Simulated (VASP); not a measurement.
# AlCo2 (P6/mmm) in VASP: single point with PBE

Aim: the single point of AlCo2 with PBE.

Program: VASP 6.6.1. These are calculated values, not measurements. Logs are shortened: lines on timing, memory, paths and dates and some standing lists are left out, and cuts for length are marked.

### Step 1. The cell of the first run

Symmetry: P6/mmm, No. 191, hexagonal system. Conventional cell: a = 4.013 Å, b = 4.013 Å, c = 2.565 Å, α = 90.00°, β = 90.00°, γ = 120.00°. Within 3.4 Å of Al (site symmetry 6/mmm) lie 2 Al at 2.56 Å and 12 Co at 2.65 Å. Within 3.1 Å of Co (site symmetry -6m2) lie 5 Co at 2.32 to 2.56 Å and 6 Al at 2.65 Å.

The cell was generated, and may not be a known phase.

### Step 2. Single point, PBE, collinear spin, ferromagnetic start

Contents of INCAR:

```
SYSTEM = AlCo2
PREC = Accurate ; ENCUT = 690
EDIFF = 1E-6 ; ISMEAR = 0
SIGMA = 0.1 ; LREAL = .False.
LASPH = .True. ; NELM = 200
ALGO = Normal ; ISIF = 2
LWAVE = .False. ; LCHARG = .False.
ISPIN = 2 ; MAGMOM = 0 3 3
LORBIT = 11 ; LMAXMIX = 4
GGA = PE ; NBANDS = 30
GGA_COMPAT = .False.
```

Contents of KPOINTS:

```
Automatic mesh
0
Gamma
  6 6 6
  0 0 0
```

Contents of POSCAR:

```
AlCo2
1.0
    4.0125411402     -0.0000000032      0.0000000000
   -2.0062705674      3.4749625628      0.0000000000
    0.0000000000      0.0000000000      2.5648615529
Al Co
1 2
Direct
    0.0000000000      0.0000000000      0.0000000000
    0.3333333333      0.6666666667      0.5000000000
    0.6666666667      0.3333333333      0.5000000000
```

Potentials or basis: VASP PAW PBE potentials, release 64 (Al, Co_sv).

Started as:

```console
> cat potpaw_PBE.64/Al/POTCAR potpaw_PBE.64/Co_sv/POTCAR > POTCAR
> mpirun -np 1 vasp_std > vasp.out
```

OUTCAR:

```text
SYSTEM = AlCo2
   PREC = Accurate
   ENCUT = 690
   EDIFF = 1E-6
   ISMEAR = 0
   LREAL = .False.
   LASPH = .True.
   NELM = 200
   ISIF = 2
   ISPIN = 2
   LORBIT = 11
   GGA = PE

 ion  position               nearest neighbor table
   1  0.000  0.000  0.000-   2 2.65   3 2.65   2 2.65   3 2.65   3 2.65   3 2.65   2 2.65   2 2.65
                             3 2.65   3 2.65   2 2.65   2 2.65
   2  0.333  0.667  0.500-   3 2.32   3 2.32   3 2.32   1 2.65   1 2.65   1 2.65   1 2.65   1 2.65
                             1 2.65
   3  0.667  0.333  0.500-   2 2.32   2 2.32   2 2.32   1 2.65   1 2.65   1 2.65   1 2.65   1 2.65
                             1 2.65

  LATTYP: Found a hexagonal cell.
 ALAT       =     4.0125411402
 C/A-ratio  =     0.6392112787

  Lattice vectors:

 A1 = (   4.0125411402,  -0.0000000032,   0.0000000000)
 A2 = (  -2.0062705674,   3.4749625628,   0.0000000000)
 A3 = (   0.0000000000,   0.0000000000,   2.5648615529)

Analysis of symmetry for initial positions (statically):
=====================================================================
 Subroutine PRICEL returns:
 Original cell was already a primitive cell.

 Routine SETGRP: Setting up the symmetry group for a
 hexagonal supercell.

 Subroutine GETGRP returns: Found 24 space group operations
 (whereof 24 operations were pure point group operations)
 out of a pool of 24 trial point group operations.

The static configuration has the point symmetry D_6h.

Analysis of symmetry for dynamics (positions and initial velocities):
=====================================================================
 Subroutine PRICEL returns:
 Original cell was already a primitive cell.

 Routine SETGRP: Setting up the symmetry group for a
 hexagonal supercell.

 Subroutine GETGRP returns: Found 24 space group operations
 (whereof 24 operations were pure point group operations)
 out of a pool of 24 trial point group operations.

The dynamic configuration has the point symmetry D_6h.

Analysis of structural, dynamic, and magnetic symmetry:
=====================================================================
 Subroutine PRICEL returns:
 Original cell was already a primitive cell.

 Routine SETGRP: Setting up the symmetry group for a
 hexagonal supercell.

 Subroutine GETGRP returns: Found 24 space group operations
 (whereof 24 operations were pure point group operations)
 out of a pool of 24 trial point group operations.

The overall configuration has the point symmetry D_6h.

 Subroutine INISYM returns: Found 24 space group operations
 (whereof 24 operations are pure point group operations),
[... 118 lines left out ...]
     AMIX_MAG =   1.60;   BMIX_MAG =  1.00
  volume/ion in A,a.u.               =      11.92        80.45
  Fermi-wavevector in a.u.,A,eV,Ry     =   1.655761  3.128934 37.300961  2.741543
  Thomas-Fermi vector in A             =   2.743801
   LORBIT       =     11    0 simple, 1 ext, 2 COOP (PROOUT), +10 PAW based schemes
   GGA     = PE    functional components
   LHFCALC =     F    Hartree Fock is set to
   AEXX    =    0.0000 exact exchange contribution
   IVDW    =     0    specifies the selected vdW correction
   LEPSILON=     F    determine dielectric tensor
   LRPA    =     F    only Hartree local field effects (RPA)
 spin polarized calculation
 Gauss-broadening in eV      SIGMA  =   0.10
  energy-cutoff  :      690.00
  volume of cell :       35.76
 maximum number of plane-waves:      1484
 NGX is ok and might be reduce to    36
   NGX = 17   NGY = 17   NGZ = 11

 number of electron      36.9999971 magnetization       2.4144234

 Free energy of the ion-electron system (eV)
  ---------------------------------------------------
  ext. energy  EPLUGINS =         0.00000000
  ---------------------------------------------------
  free energy    TOTEN  =       -18.43751247 eV

  energy without entropy =      -18.41710738  energy(sigma->0) =      -18.42730992

 E-fermi :  11.0020     XC(G=0): -12.6535

 val. band max:       10.9807555102   @ k =   0.3333   0.1667   0.3333
 cond. band min:      11.0154833961   @ k =   0.3333   0.0000   0.3333
 fundamental gap:      0.0347278859
 Fermi energy:        11.0020037906

 spin component 1

 k-point     1 :       0.0000    0.0000    0.0000
  band No.  band energies     occupation
      1     -84.6989      1.00000
      2     -84.6322      1.00000
      3     -48.0684      1.00000
      4     -48.0684      1.00000
      5     -47.8814      1.00000
      6     -47.8352      1.00000
[... 781 lines left out ...]
     29      25.7734      0.00000
     30      25.9572      0.00000

 [... further k-points ...]

 spin component 2

 k-point     1 :       0.0000    0.0000    0.0000
  band No.  band energies     occupation
      1     -83.1998      1.00000
      2     -83.1298      1.00000
      3     -46.6263      1.00000
      4     -46.6263      1.00000
      5     -46.3958      1.00000
      6     -46.3795      1.00000
[... 781 lines left out ...]
     29      26.0376      0.00000
     30      26.1232      0.00000

 [... further k-points ...]
[... 5 lines left out ...]
  --------------------------------------------------------------------------------------
  -------------------------------------------------------------------------------------
  Total       -0.1249722     -0.1249722     -0.2039226      0.0000000     -0.0000000     -0.0000000
  in kB       -5.5987417     -5.5987417     -9.1357117      0.0000000     -0.0000000     -0.0000000
  external PRESSURE =      -6.7777317 kB  Pullay stress =       0.0000000 kB

 VOLUME and BASIS-vectors are now :
 -----------------------------------------------------------------------------
  energy-cutoff  :      690.00
  volume of cell :       35.76
      direct lattice vectors                 reciprocal lattice vectors
     4.012541140 -0.000000003  0.000000000     0.249218629  0.143886442  0.000000000
    -2.006270567  3.474962563  0.000000000     0.000000000  0.287772885  0.000000000
     0.000000000  0.000000000  2.564861553     0.000000000  0.000000000  0.389884592

 POSITION                                       TOTAL-FORCE (eV/Angst)
 -----------------------------------------------------------------------------------
      0.00000      0.00000      0.00000        -0.000000     -0.000000      0.000000
      0.00000      2.31664      1.28243         0.000000     -0.000000      0.000000
      2.00627      1.15832      1.28243         0.000000      0.000000      0.000000
 -----------------------------------------------------------------------------------
    total drift:                                0.000000      0.000000     -0.000000

  FREE ENERGIE OF THE ION-ELECTRON SYSTEM (eV)
  ---------------------------------------------------
  free  energy   TOTEN  =       -18.4375124716 eV

  energy  without entropy=      -18.4171073775  energy(sigma->0) =      -18.42730992

 total charge

# of ion       s       p       d       tot
------------------------------------------
    1        0.381   0.412   0.000   0.793
    2        2.238   6.108   6.772  15.118
    3        2.238   6.108   6.772  15.118
--------------------------------------------------
tot          4.858  12.627  13.545  31.030

 magnetization (x)

# of ion       s       p       d       tot
------------------------------------------
    1       -0.007  -0.020   0.000  -0.027
    2        0.002   0.001   1.242   1.246
    3        0.002   0.001   1.242   1.246
--------------------------------------------------
tot         -0.002  -0.017   2.485   2.466
```

OSZICAR:

```text
N       E                     dE             d eps       ncg     rms          rms(c)
DAV:   1     0.747375730505E+03    0.74738E+03   -0.23523E+04  4364   0.365E+03
DAV:   2     0.402843953132E+02   -0.70709E+03   -0.67603E+03  5018   0.997E+02
DAV:   3    -0.194917214480E+02   -0.59776E+02   -0.58775E+02  4890   0.262E+02
DAV:   4    -0.206171477387E+02   -0.11254E+01   -0.11235E+01  4640   0.339E+01
DAV:   5    -0.207067424058E+02   -0.89595E-01   -0.89591E-01  5028   0.131E+01    0.216E+01
DAV:   6    -0.221655325070E+02   -0.14588E+01   -0.26066E+01  4752   0.124E+02    0.290E+01
DAV:   7    -0.184376066752E+02    0.37279E+01   -0.14300E+01  4316   0.730E+01    0.305E+00
DAV:   8    -0.184522662612E+02   -0.14660E-01   -0.23977E-01  4478   0.493E+00    0.163E+00
DAV:   9    -0.184431823550E+02    0.90839E-02   -0.10633E-02  5046   0.126E+00    0.780E-01
DAV:  10    -0.184375142463E+02    0.56681E-02   -0.64357E-03  4828   0.104E+00    0.209E-01
DAV:  11    -0.184375259880E+02   -0.11742E-04   -0.64671E-04  4714   0.429E-01    0.871E-02
DAV:  12    -0.184375115067E+02    0.14481E-04   -0.85571E-05  5398   0.146E-01    0.489E-02
DAV:  13    -0.184375124716E+02   -0.96492E-06   -0.90022E-06  4038   0.438E-02
   1 F= -.18437512E+02 E0= -.18427310E+02  d E =-.204051E-01  mag=     2.4131
```

It took 75 s on 1 thread of AMD EPYC 7R13 (Zen 3), shared host; peak memory 0.2 GiB.

What came out:

```
Free energy                                           : -18.4375 eV
Pressure                                              : -0.7 GPa
Net moment                                            : 2.41 μB per cell
Site moments                                          : Al -0.03; Co +1.25 μB
Valence electrons inside the program's atomic spheres : Al 0.79; Co 15.12
```

Levels at points of the mesh, in eV from the Fermi level:
Spin up:
| k point | band 16 | band 17 | band 18 | band 19 | band 20 | band 21 | band 22 | band 23 |
| --- | --- | --- | --- | --- | --- | --- | --- | --- |
| (0.00, 0.00, 0.00) | -1.85 | -1.85 | -1.00 | -1.00 | 3.11 | 3.11 | 3.48 | 3.95 |
| (0.50, 0.00, 0.00) | -1.79 | -1.61 | -1.19 | -1.17 | -0.85 | -0.59 | 3.56 | 10.59 |
| (0.00, 0.00, 0.50) | -2.26 | -2.21 | -2.21 | -0.10 | 0.30 | 7.00 | 7.00 | 8.36 |
| (0.50, 0.00, 0.50) | -1.65 | -0.91 | -0.43 | 0.42 | 0.44 | 2.01 | 2.34 | 3.72 |
Spin down:
| k point | band 13 | band 14 | band 15 | band 16 | band 17 | band 18 | band 19 | band 20 | band 21 | band 22 |
| --- | --- | --- | --- | --- | --- | --- | --- | --- | --- | --- |
| (0.00, 0.00, 0.00) | -1.73 | -1.73 | -1.70 | -0.46 | -0.46 | 0.47 | 0.47 | 3.39 | 3.39 | 3.58 |
| (0.50, 0.00, 0.00) | -2.16 | -1.90 | -1.55 | -0.64 | -0.42 | 0.03 | 0.26 | 0.65 | 0.66 | 4.20 |
| (0.00, 0.00, 0.50) | -1.62 | -1.62 | -1.09 | -1.09 | -1.08 | -1.08 | 1.14 | 1.27 | 7.18 | 7.18 |
| (0.50, 0.00, 0.50) | -2.64 | -1.90 | -1.80 | -0.26 | 0.36 | 0.86 | 1.27 | 1.50 | 2.77 | 3.06 |

Caveat: the k points lie up to 0.41 Å⁻¹ apart.
